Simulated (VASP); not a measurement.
Runs of VASP 6.6.1 on ZnO. The structure is that of space group P6_3mc (No. 186), or close to it. The cells are those of the table. 

```csv
cell,k mesh,smearing,gap on the mesh (eV),pressure (GPa),largest force (eV/Å)
"a = 3.268, b = 3.268, c = 5.180 Å, angles 90.0, 90.0, 120.0°, 4 atoms",8 × 8 × 4,gaussian 0.01 eV,1.23,-1.0,0.16
"a = 3.203, b = 3.203, c = 5.243 Å, angles 90.0, 90.0, 120.0°, 4 atoms",8 × 8 × 4,gaussian 0.01 eV,1.23,3.3,(b)
"a = 3.268, b = 3.268, c = 5.158 Å, angles 90.0, 90.0, 120.0°, 4 atoms",8 × 8 × 4,gaussian 0.01 eV,1.24,-0.5,0.01
"a = 3.219, b = 3.219, c = 5.227 Å, angles 90.0, 90.0, 120.0°, 4 atoms",8 × 8 × 4,gaussian 0.01 eV,1.23,2.2,0.07
"a = 3.170, b = 3.170, c = 5.274 Å, angles 90.0, 90.0, 120.0°, 4 atoms",8 × 8 × 4,gaussian 0.01 eV,1.22,6.0,0.32
"a = 3.300, b = 3.300, c = 5.149 Å, angles 90.0, 90.0, 120.0°, 4 atoms",8 × 8 × 4,gaussian 0.01 eV,1.23,-2.7,(c)
"a = 3.170, b = 3.170, c = 5.315 Å, angles 90.0, 90.0, 120.0°, 4 atoms",8 × 8 × 4,gaussian 0.01 eV,1.21,4.1,0.01
"a = 3.251, b = 3.251, c = 5.184 Å, angles 90.0, 90.0, 120.0°, 4 atoms",8 × 8 × 4,gaussian 0.01 eV,1.24,0.3,0.01
"a = 3.203, b = 3.203, c = 5.264 Å, angles 90.0, 90.0, 120.0°, 4 atoms",8 × 8 × 4,gaussian 0.01 eV,1.22,2.6,-
"a = 3.235, b = 3.235, c = 5.211 Å, angles 90.0, 90.0, 120.0°, 4 atoms",12 × 12 × 8,fermi-dirac 0.05 eV,1.23,1.0,0.01
"a = 3.300, b = 3.300, c = 5.101 Å, angles 90.0, 90.0, 120.0°, 4 atoms",8 × 8 × 4,gaussian 0.01 eV,1.25,(a),0.01
```

Alike in all rows: task single point; level r2SCAN; potentials or basis VASP PAW PBE potentials, release 64 (Zn, O); no spin polarisation; cutoff (eV) 520.

Q: Fill in the values left out.

A: (a) -1.9; (b) 0.15; (c) 0.30.

Caveats: the PAW data sets were made with another functional, which shifts forces and pressure a little.

A k mesh can miss the band edges.
